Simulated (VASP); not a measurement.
# Al5Si3C3N5 (P1) in VASP: single point with PBEsol

Aim: the single point of Al5Si3C3N5 with PBEsol.

Program: VASP 6.6.1. These are calculated values, not measurements. Logs are shortened: lines on timing, memory, paths and dates and some standing lists are left out, and cuts for length are marked.

## 1. The cell of the first run

The typed cell holds 96 atoms: a = 9.346 Å, b = 10.762 Å, c = 10.032 Å, α = 90.00°, β = 90.00°, γ = 90.00°.

## 2. Single point, PBEsol

Contents of INCAR:

```
SYSTEM = Al5Si3C3N5
PREC     = Accurate       ! precision mode
ENCUT    = 520            ! plane-wave cutoff, eV
EDIFF    = 1E-7           ! SCF threshold, eV
ISMEAR   = -1             ! smearing method
SIGMA    = 0.05           ! smearing width, eV
LREAL    = Auto         
LASPH    = .True.         ! aspherical terms in the spheres
NELM     = 80             ! most SCF steps
ALGO     = Normal         ! electronic algorithm
ISIF     = 2              ! what is computed and relaxed
LWAVE    = .False.        ! write WAVECAR
LCHARG   = .False.        ! write CHGCAR
GGA      = PS             ! functional
ISYM     = 0            
NBANDS   = 246            ! bands
```

Contents of KPOINTS:

```
Automatic mesh
0
Gamma
  1 1 1
  0.25 0.25 0.25
```

Contents of POSCAR:

```
Al5Si3C3N5
1.0
    9.3461236307      0.0000000000      0.0000000000
    0.0000000000     10.7615490686      0.0000000000
    0.0000000000      0.0000000000     10.0322039784
Al Si N C
30 18 30 18
Direct
    0.1654460000      0.0839670000      0.2539960000
    0.1675940000      0.0790740000      0.7400050000
    0.0061710000      0.3301280000      0.2450570000
    0.4945520000      0.0888940000      0.2467160000
    0.3341880000      0.3313520000      0.2457690000
    0.3397860000      0.3370840000      0.7462480000
    0.1698980000      0.5834620000      0.2434550000
    0.0005720000      0.8324130000      0.7507000000
    0.8394490000      0.0895000000      0.2449250000
    0.6642440000      0.3324180000      0.2496930000
    0.5025210000      0.5832560000      0.2474420000
    0.3325650000      0.8328110000      0.2476880000
    0.3309290000      0.8332010000      0.7482470000
    0.8289360000      0.5821940000      0.2553470000
    0.8302620000      0.5806840000      0.7490440000
    0.6667820000      0.8373130000      0.2535090000
    0.6684120000      0.8381280000      0.7502390000
    0.0079620000      0.1665640000      0.9993450000
    0.3250640000      0.1695640000      0.9990330000
    0.0013310000      0.6639460000      0.4981330000
    0.6661900000      0.1678430000      0.4985180000
    0.5032290000      0.4191720000      0.4949800000
    0.4987220000      0.4173110000      0.0027010000
    0.1656850000      0.9139510000      0.4927140000
    0.1634320000      0.9208390000      0.0005740000
    0.8311470000      0.4149240000      0.4853470000
    0.8329450000      0.4144660000      0.0121780000
    0.6649250000      0.6708940000      0.4966370000
    0.4967150000      0.9172240000      0.4997000000
    0.8354180000      0.9233290000      0.4947440000
    0.9949240000      0.3346380000      0.7515010000
    0.5034400000      0.0824270000      0.7444490000
    0.1653820000      0.5852520000      0.7461730000
    0.0007590000      0.8333550000      0.2458960000
    0.8321480000      0.0810180000      0.7498220000
    0.6682250000      0.3285870000      0.7520600000
    0.5050070000      0.5836910000      0.7472530000
    0.0013440000      0.1685890000      0.4983630000
    0.3337040000      0.1656530000      0.4985660000
    0.1683280000      0.4171720000      0.4993590000
    0.1678890000      0.4140740000      0.9987000000
    0.9902750000      0.6694910000      0.0049670000
    0.6708090000      0.1627270000      0.9968620000
    0.3355370000      0.6620320000      0.4985570000
    0.3435440000      0.6718010000      0.9994940000
    0.6665000000      0.6693460000      0.0089790000
    0.5020490000      0.9166930000      0.0037790000
    0.8359140000      0.9149200000      0.0052420000
    0.0033450000      0.1674570000      0.1844780000
    0.9900170000      0.1766620000      0.6884960000
    0.3454280000      0.1659510000      0.6907770000
    0.1669610000      0.4208770000      0.1733430000
    0.1541470000      0.4184850000      0.6860240000
    0.9992540000      0.6713430000      0.1828850000
    0.0040160000      0.6559240000      0.6942450000
    0.6681140000      0.1595580000      0.1707500000
    0.3298710000      0.6689290000      0.1714810000
    0.8337930000      0.4076260000      0.6941630000
    0.6652660000      0.6703530000      0.6944810000
    0.5024930000      0.9186330000      0.1769870000
    0.5014830000      0.9235160000      0.6975130000
    0.8393690000      0.9150560000      0.1851920000
    0.8333970000      0.9235270000      0.6891360000
    0.1690410000      0.0835220000      0.9277000000
    0.0133820000      0.3329000000      0.4500570000
    0.5053470000      0.0754530000      0.9320350000
    0.3219450000      0.3304030000      0.4568130000
    0.3228790000      0.3425130000      0.9330640000
    0.1655340000      0.5866190000      0.9375820000
    0.9928390000      0.8268520000      0.4250570000
    0.6661350000      0.3318590000      0.4408820000
    0.6675680000      0.3210450000      0.9342220000
    0.3348810000      0.8211180000      0.4397340000
    0.3473170000      0.8336140000      0.9456310000
    0.8336760000      0.5853990000      0.4494720000
    0.8304330000      0.5905570000      0.9423180000
    0.6678510000      0.8399810000      0.4430840000
    0.6655610000      0.8384010000      0.9469560000
    0.3277380000      0.1664130000      0.1841410000
    0.6687990000      0.1647110000      0.7001240000
    0.4978430000      0.4158120000      0.1904570000
    0.5168550000      0.4199550000      0.6967630000
    0.3329540000      0.6559800000      0.6903450000
    0.1579670000      0.9114670000      0.1948500000
    0.1642770000      0.9112110000      0.6858480000
    0.8384400000      0.4143800000      0.2011310000
    0.6705370000      0.6748960000      0.1843100000
    0.1657470000      0.0941800000      0.4555720000
    0.0079610000      0.3425260000      0.9300940000
    0.4917250000      0.0869350000      0.4421490000
    0.1722850000      0.5761670000      0.4393230000
    0.9874720000      0.8255610000      0.9444180000
    0.8436510000      0.0936390000      0.4383770000
    0.8299200000      0.0753910000      0.9365910000
    0.4946180000      0.5903530000      0.4416530000
    0.5054490000      0.5952650000      0.9332060000
```

Potentials or basis: VASP PAW PBE potentials, release 64 (Al, Si, N, C).

Started as:

```bash
$ cat potpaw_PBE.64/Al/POTCAR potpaw_PBE.64/Si/POTCAR potpaw_PBE.64/N/POTCAR potpaw_PBE.64/C/POTCAR > POTCAR
$ mpirun -np 1 vasp_std > vasp.out
```

OUTCAR:

```text
SYSTEM = Al5Si3C3N5
   PREC = Accurate
   ENCUT = 520
   EDIFF = 1E-7
   ISMEAR = -1
   LREAL = Auto
   LASPH = .True.
   NELM = 80
   ISIF = 2
   GGA = PS
   ISYM = 0

 ion  position               nearest neighbor table
   1  0.165  0.084  0.254-  79 1.89  49 1.89  84 1.95  88 2.03  24 3.01  38 3.03   3 3.04  39 3.04
                             9 3.05   4 3.08  18 3.08  25 3.09   5 3.10  19 3.10  34 3.11  12 3.12
   2  0.168  0.079  0.740-  64 1.88  85 1.89  51 1.97  50 2.03  39 3.02  38 3.04  24 3.05  13 3.06
                             8 3.08  25 3.12  35 3.14  32 3.14  19 3.14  18 3.14  31 3.19   6 3.21
   3  0.006  0.330  0.245-  49 1.85  86 1.86  52 1.93  65 2.06  27 2.98   9 3.02  18 3.03  41 3.03
                             1 3.04  26 3.05   5 3.07  38 3.08  40 3.11   7 3.13  14 3.18  10 3.20
   4  0.495  0.089  0.247-  79 1.88  56 1.95  90 1.96  60 1.96   5 3.01  39 3.05  47 3.06  10 3.06
                            19 3.07   1 3.08  43 3.10  21 3.11  29 3.14  12 3.14  16 3.15   9 3.22
   5  0.334  0.331  0.246-  81 1.86  79 1.88  52 1.97  67 2.12   4 3.01  19 3.03  23 3.03  41 3.06
                             3 3.07  10 3.09   1 3.10  39 3.10  22 3.10   7 3.12  40 3.12  11 3.13
   6  0.340  0.337  0.746-  68 1.88  51 1.92  82 1.94  53 2.04  37 3.07  36 3.07  40 3.07  22 3.08
                            23 3.09  39 3.10  41 3.11  19 3.11  33 3.13  32 3.14   2 3.21  31 3.22
   7  0.170  0.583  0.243-  52 1.89  57 1.90  54 1.95  91 1.97  41 3.06  42 3.07  12 3.08  45 3.09
                            44 3.11  11 3.11   5 3.12  34 3.12  20 3.12   3 3.13  40 3.13  14 3.19
   8  0.001  0.832  0.751-  85 1.87  63 1.95  92 1.95  55 1.98  33 3.07   2 3.08  25 3.08  13 3.09
                            42 3.10  35 3.10  17 3.11  48 3.11  20 3.12  24 3.14  15 3.14  30 3.15
   9  0.839  0.090  0.245-  49 1.85  56 1.92  93 1.94  62 1.97   3 3.02  18 3.04   1 3.05  43 3.05
[... 41 lines left out ...]
  30  0.835  0.923  0.495-  77 1.88  93 1.92  70 1.93  63 1.95  16 3.03  38 3.06  21 3.07  35 3.07
                             9 3.08  24 3.09  34 3.09  17 3.14  28 3.15   8 3.15  29 3.17  20 3.19
  31  0.995  0.335  0.752-  58 1.79  89 1.80  50 1.81  53 1.86  36 3.05  15 3.06  18 3.08  41 3.08
                            38 3.11  35 3.12  40 3.13  33 3.13  27 3.14   2 3.19  26 3.20   6 3.22
  32  0.503  0.082  0.744-  61 1.77  51 1.81  80 1.84  66 1.88  29 3.03  21 3.04  17 3.05  36 3.07
                            39 3.07  35 3.07  43 3.10  13 3.13   6 3.14   2 3.14  19 3.19
  33  0.165  0.585  0.746-  55 1.77  83 1.83  53 1.90  69 1.92  20 3.04  44 3.06  40 3.07   8 3.07
                            13 3.08   6 3.13  41 3.13  15 3.13  31 3.13
  34  0.001  0.833  0.246-  84 1.77  70 1.80  62 1.85  54 1.85  42 2.99  48 3.00  25 3.04  24 3.04
                            30 3.09  12 3.10   1 3.11  20 3.12   7 3.12  16 3.12   9 3.14  14 3.15
  35  0.832  0.081  0.750-  63 1.80  80 1.84  94 1.87  50 1.90  17 3.03  43 3.03  30 3.07  32 3.07
                            36 3.07  21 3.10   8 3.10  38 3.12  48 3.12  31 3.12  18 3.13   2 3.14
  36  0.668  0.329  0.752-  82 1.81  72 1.83  80 1.84  58 1.86  43 3.04  31 3.05  32 3.07   6 3.07
                            35 3.07  21 3.08  15 3.11  23 3.12  37 3.14  22 3.16  27 3.17  26 3.22
  37  0.505  0.584  0.747-  82 1.84  59 1.84  96 1.87  83 1.88  15 3.04   6 3.07  28 3.07  44 3.07
                            22 3.09  45 3.10  23 3.13  17 3.14  13 3.14  36 3.14
  38  0.001  0.169  0.498-  93 1.78  88 1.79  65 1.84  50 1.91   1 3.03   2 3.04  30 3.06   9 3.08
                             3 3.08  26 3.09  40 3.10  31 3.11  39 3.11  35 3.12  21 3.13  24 3.14
  39  0.334  0.166  0.499-  90 1.79  88 1.80  67 1.83  51 1.93   2 3.02   1 3.04   4 3.05  32 3.07
                            29 3.08   6 3.10   5 3.10  38 3.11  21 3.11  40 3.12  24 3.13  22 3.16
  40  0.168  0.417  0.499-  67 1.77  65 1.78  91 1.81  53 1.88  44 3.06  33 3.07   6 3.07  20 3.08
                            38 3.10   3 3.11  39 3.12   5 3.12   7 3.13  22 3.13  31 3.13  26 3.15
  41  0.168  0.414  0.999-  52 1.75  68 1.77  89 1.82  69 1.96  19 3.01   3 3.03  18 3.05   5 3.06
                             7 3.06  31 3.08  23 3.09   6 3.11  33 3.13  27 3.13
  42  0.990  0.669  0.005-  92 1.79  54 1.79  76 1.83  69 1.98  34 2.99  48 3.01  46 3.03   7 3.07
                            14 3.08   8 3.10  27 3.11  15 3.12  25 3.15
  43  0.671  0.163  0.997-  56 1.74  72 1.82  94 1.86  66 1.92  35 3.03  36 3.04   9 3.05  48 3.08
                            47 3.08  32 3.10   4 3.10  27 3.11  10 3.13  18 3.15  23 3.18  19 3.23
[... 335 lines left out ...]
   NUPDOWN=      -1.0000    fix difference up-down
   EMIN   =  10.00;   EMAX   =-10.00  energy-range for DOS
   EFERMI =   0.00;   METHOD = LEGACY
   ISMEAR =    -1;   SIGMA  =   0.05  broadening in eV -4-tet -1-fermi 0-gaus
   EFERMI_NEDOS =   21; number of points for ismear=-14 and -15
   IALGO  =     38    algorithm
   IMIX   =      4    mixing-type and parameters
     AMIX     =   0.40;   BMIX     =  1.00
     AMIX_MAG =   1.60;   BMIX_MAG =  1.00
  volume/ion in A,a.u.               =      10.51        70.93
  Fermi-wavevector in a.u.,A,eV,Ry     =   1.186363  2.241901 19.149625  1.407458
  Thomas-Fermi vector in A             =   2.322538
   LORBIT       =      0    0 simple, 1 ext, 2 COOP (PROOUT), +10 PAW based schemes
   GGA     = PS    functional components
   LHFCALC =     F    Hartree Fock is set to
   AEXX    =    0.0000 exact exchange contribution
   IVDW    =     0    specifies the selected vdW correction
   LEPSILON=     F    determine dielectric tensor
   LRPA    =     F    only Hartree local field effects (RPA)
 non-spin polarized calculation
  energy-cutoff  :      520.00
  volume of cell :     1009.03
 maximum number of plane-waves:     27166
 NGX is ok and might be reduce to    70
   NGX = 35   NGY = 41   NGZ = 37

 number of electron     384.0000006 magnetization

 Free energy of the ion-electron system (eV)
  ---------------------------------------------------
  ext. energy  EPLUGINS =         0.00000000
  ---------------------------------------------------
  free energy    TOTEN  =      -737.10947144 eV

  energy without entropy =     -737.10947144  energy(sigma->0) =     -737.10947144

 E-fermi :   9.2028     XC(G=0): -11.2195

 val. band max:        8.0838456284   @ k =  -0.2500   0.2500  -0.2500
 cond. band min:      10.2771524692   @ k =   0.2500   0.2500   0.2500
 fundamental gap:      2.1933068408
 Fermi energy:         9.2028376835

 k-point     1 :       0.2500    0.2500    0.2500
  band No.  band energies     occupation
      1     -10.0055      2.00000
      2      -9.8657      2.00000
      3      -9.4588      2.00000
      4      -9.1277      2.00000
      5      -8.9189      2.00000
      6      -8.7631      2.00000
[... 817 lines left out ...]
    203      11.3318      0.00000
    204      11.4197      0.00000
 [bands above 204 left out]

------------------------ aborting loop because EDIFF is reached ----------------------------------------

  FORCE on cell =-STRESS in cart. coord.  units (eV):
  Direction    XX          YY          ZZ          XY          YZ          ZX
  --------------------------------------------------------------------------------------
  -------------------------------------------------------------------------------------
  Total        0.9605793      0.8175435      0.9553294     -1.8895185      0.4576037     -1.2538644
  in kB        1.5252503      1.2981318      1.5169143     -3.0002611      0.7266035     -1.9909415
  external PRESSURE =       1.4467655 kB  Pullay stress =       0.0000000 kB

 VOLUME and BASIS-vectors are now :
 -----------------------------------------------------------------------------
  energy-cutoff  :      520.00
  volume of cell :     1009.03
      direct lattice vectors                 reciprocal lattice vectors
     9.346123631  0.000000000  0.000000000     0.106996231  0.000000000  0.000000000
     0.000000000 10.761549069  0.000000000     0.000000000  0.092923425  0.000000000
     0.000000000  0.000000000 10.032203978     0.000000000  0.000000000  0.099678994

 POSITION                                       TOTAL-FORCE (eV/Angst)
 -----------------------------------------------------------------------------------
      1.54628      0.90361      2.54814        -0.011024      0.006279      0.008180
      1.56635      0.85096      7.42388        -0.001360      0.026441     -0.004325
      0.05767      3.55269      2.45846         0.018454      0.000783      0.001615
      4.62214      0.95664      2.47511         0.029812     -0.010420     -0.004290
      3.12336      3.56586      2.46560        -0.020935      0.014062      0.010756
      3.17568      3.62755      7.48651        -0.006564     -0.002767      0.002767
[... 88 lines left out ...]
      4.62276      6.35311      4.43075         0.002368     -0.010164     -0.011323
      4.72399      6.40597      9.36211         0.006009     -0.021782      0.000148
 -----------------------------------------------------------------------------------
    total drift:                               -0.024734      0.013741      0.002588

  FREE ENERGIE OF THE ION-ELECTRON SYSTEM (eV)
  ---------------------------------------------------
  free  energy   TOTEN  =      -737.1094714448 eV

  energy  without entropy=     -737.1094714440  energy(sigma->0) =     -737.10947144
```

It took 30 min on 1 thread of Intel Xeon Platinum 8488C (Sapphire Rapids), shared host; peak memory 1.2 GiB.

Results:

- Free energy: -737.1095 eV
- Pressure: 0.1 GPa
- Largest force: 0.050 eV/Å
- Band gap on the k mesh: 2.19 eV (least direct gap 2.23 eV)

Forces on the atoms (eV/Å):
```
Al  -0.011  0.006  0.008
Al  -0.001  0.026 -0.004
Al   0.018  0.001  0.002
Al   0.030 -0.010 -0.004
Al  -0.021  0.014  0.011
Al  -0.007 -0.003  0.003
Al  -0.002 -0.002 -0.001
Al  -0.023 -0.016 -0.017
Al  -0.008 -0.003 -0.009
Al   0.008 -0.013  0.013
Al  -0.013  0.021  0.008
Al   0.014 -0.008  0.002
Al   0.015  0.005  0.009
Al   0.016  0.009  0.023
Al  -0.006  0.002 -0.004
Al  -0.002  0.015  0.012
Al   0.010 -0.001 -0.003
Al   0.006 -0.004 -0.002
Al   0.003  0.009 -0.023
Al  -0.001  0.010  0.006
Al   0.011  0.005 -0.006
Al   0.000 -0.010 -0.005
Al   0.001 -0.016 -0.038
Al  -0.001 -0.016 -0.016
Al   0.011  0.009 -0.014
Al   0.003  0.000 -0.005
Al  -0.011 -0.004 -0.012
Al   0.013 -0.001 -0.001
Al  -0.004 -0.018  0.011
Al   0.004 -0.006  0.006
Si   0.013 -0.003 -0.006
Si   0.007  0.012 -0.001
Si   0.005  0.002  0.004
Si  -0.014 -0.010  0.008
Si   0.015 -0.006 -0.016
Si   0.011 -0.001 -0.010
Si   0.002 -0.012 -0.010
Si  -0.014  0.014  0.015
Si   0.001  0.006  0.009
Si  -0.011 -0.003  0.007
Si  -0.004 -0.011  0.007
Si   0.001 -0.010 -0.004
Si  -0.010  0.009 -0.009
Si  -0.015  0.003  0.005
Si  -0.010  0.006 -0.004
Si   0.000  0.004 -0.020
Si  -0.014 -0.005 -0.014
Si  -0.006 -0.003 -0.014
N    0.007  0.007  0.002
N    0.029 -0.011 -0.005
N   -0.026  0.012 -0.008
N    0.004  0.000  0.039
N    0.008 -0.010 -0.004
N   -0.008 -0.026  0.023
N   -0.026  0.027 -0.010
N   -0.017 -0.007  0.046
N    0.002  0.004  0.039
N   -0.016  0.005 -0.003
N    0.008  0.004 -0.008
N    0.001  0.008  0.049
N   -0.005 -0.038 -0.007
N   -0.015  0.013  0.022
N    0.003 -0.018 -0.007
N    0.002  0.002  0.005
N   -0.003  0.006  0.000
N   -0.018  0.004 -0.002
N    0.026 -0.004  0.009
N    0.031 -0.016 -0.001
N    0.001  0.006 -0.006
N   -0.002 -0.004  0.023
N   -0.017 -0.011 -0.005
N   -0.008  0.022  0.016
N   -0.005  0.025  0.001
N   -0.015  0.013 -0.019
N   -0.007  0.006 -0.008
N   -0.001 -0.028 -0.011
N    0.005 -0.001  0.003
N    0.017 -0.005 -0.016
C   -0.004 -0.006  0.008
C   -0.005  0.010 -0.018
C    0.006  0.015 -0.003
C   -0.002  0.002 -0.013
C   -0.003  0.022 -0.003
C    0.029  0.011 -0.004
C   -0.006 -0.005 -0.004
C   -0.003 -0.004  0.014
C    0.002 -0.005  0.028
C    0.000 -0.021 -0.021
C   -0.016 -0.003  0.017
C    0.020  0.000 -0.012
C   -0.008  0.026 -0.013
C    0.020  0.013 -0.015
C   -0.029 -0.009 -0.006
C    0.025  0.009  0.002
C    0.002 -0.010 -0.011
C    0.006 -0.022  0.000
```

Levels at points of the mesh, in eV from the valence-band top:
| k point | band 189 | band 190 | band 191 | band 192 | band 193 | band 194 | band 195 | band 196 |
| --- | --- | --- | --- | --- | --- | --- | --- | --- |
| (0.25, 0.25, 0.25) | -0.57 | -0.49 | -0.40 | -0.04 | 2.19 | 2.41 | 2.60 | 2.72 |

Caveat: the PAW data sets were made with another functional, which shifts forces and pressure a little; a shifted mesh leaves out Γ, where band edges can lie. A k mesh can miss the band edges.
